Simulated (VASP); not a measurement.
SnTe3, 4 atoms in the cell. Symmetry: Fm-3m, No. 225, cubic system. Conventional cell: a = 6.923 Å, b = 6.923 Å, c = 6.923 Å, α = 90.00°, β = 90.00°, γ = 90.00°. Within 3.9 Å of Te (site symmetry m-3m) lie 8 Te at 3.00 Å and 6 Sn at 3.46 Å. Within 3.9 Å of Te (site symmetry -43m) lie 10 Te at 3.00 to 3.46 Å and 4 Sn at 3.00 Å. Within 3.9 Å of Sn (site symmetry m-3m) lie 14 Te at 3.00 to 3.46 Å. 

* Program: VASP 6.6.1
* Task: single point
* Functional: PBEsol
* Potentials or basis: VASP PAW PBE potentials, release 64 (Te, Sn_d)
* Cutoff: 520 eV
* k mesh: 6 × 6 × 6
* Occupations: fermi-dirac, width 0.05 eV
* Spin: no spin polarisation
* Dipole correction: no
* Further INCAR settings: ALGO = Normal; EDIFF = 1e-06; NBANDS = 24

Potentials or basis: VASP PAW PBE potentials, release 64 (Te, Sn_d).

Run with:

```console
$ cat potpaw_PBE.64/Te/POTCAR potpaw_PBE.64/Sn_d/POTCAR > POTCAR
$ mpirun -np 1 vasp_std > vasp.out
```

Hardware: 1 thread of Intel(R) Xeon(R) Platinum 8488C (Sapphire Rapids), with other jobs on the host.

Question: How long does it take, and how much memory?

Answer: Wall time 18 s on 1 thread of Intel(R) Xeon(R) Platinum 8488C (Sapphire Rapids), with other jobs on the host, peak memory 0.21 GiB. Counts: scf iterations 12, k points 16.
